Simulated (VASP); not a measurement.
Wanted: the native input for a VASP 6.6.1 run.

| Item | Value |
| --- | --- |
| Task | molecular dynamics |
| Functional | PBE |
| Potentials or basis | VASP PAW PBE potentials, release 64 (Si) |
| Cutoff | 520 eV |
| k mesh | 2 × 2 × 2 |
| Occupations | fermi-dirac, width 0.3 eV |
| Spin | no spin polarisation |
| Dipole correction | no |
| Further INCAR settings | LREAL = Auto; ALGO = Normal; EDIFF = 1e-05; NBANDS = 46; ISYM = 0; IBRION = 0; POTIM = 2.25; NSW = 40 |

The structure of Si lies in POSCAR:

```
Si
1.0
    0.0000000000      5.6052810000      5.6052810000
    5.6052810000      0.0000000000      5.6052810000
    5.6052810000      5.6052810000      0.0000000000
Si
16
Direct
    0.0000000000      0.0000000000      0.0000000000
    0.1250000000      0.1250000000      0.1250000000
    0.0000000000      0.0000000000      0.5000000000
    0.1250000000      0.1250000000      0.6250000000
    0.0000000000      0.5000000000      0.0000000000
    0.1250000000      0.6250000000      0.1250000000
    0.0000000000      0.5000000000      0.5000000000
    0.1250000000      0.6250000000      0.6250000000
    0.5000000000      0.0000000000      0.0000000000
    0.6250000000      0.1250000000      0.1250000000
    0.5000000000      0.0000000000      0.5000000000
    0.6250000000      0.1250000000      0.6250000000
    0.5000000000      0.5000000000      0.0000000000
    0.6250000000      0.6250000000      0.1250000000
    0.5000000000      0.5000000000      0.5000000000
    0.6250000000      0.6250000000      0.6250000000
```

The input as run:

INCAR

```
SYSTEM = Si
ALGO     = Normal         ! electronic algorithm
EDIFF    = 1E-5           ! SCF threshold, eV
ENCUT    = 520            ! plane-wave cutoff, eV
GGA      = PE             ! functional
IBRION   = 0              ! ionic algorithm
ISIF     = 2              ! what is computed and relaxed
ISMEAR   = -1             ! smearing method
ISYM     = 0            
LANGEVIN_GAMMA= 20           
LASPH    = .True.         ! aspherical terms in the spheres
LCHARG   = .False.        ! write CHGCAR
LREAL    = Auto         
LWAVE    = .False.        ! write WAVECAR
MDALGO   = 3            
NBANDS   = 46             ! bands
NELM     = 100            ! most SCF steps
NELMIN   = 4            
NSW      = 40             ! ionic steps
POTIM    = 2.25           ! step
PREC     = Accurate       ! precision mode
RANDOM_SEED= 976446 0 0   
SIGMA    = 0.3            ! smearing width, eV
TEBEG    = 3500.0       
TEEND    = 3500.0
```

KPOINTS

```
k-points
0
Gamma
  2 2 2
  0 0 0
```

Potentials or basis: VASP PAW PBE potentials, release 64 (Si).

The run is started by

```bash
$ cat potpaw_PBE.64/Si/POTCAR > POTCAR
$ mpirun -np 1 vasp_std > vasp.out
```

Run time: 56 min on 1 thread of Intel(R) Xeon(R) Platinum 8259CL CPU @ 2.50GHz (Skylake/Cascade Lake), on a shared host, peak memory 0.67 GiB.
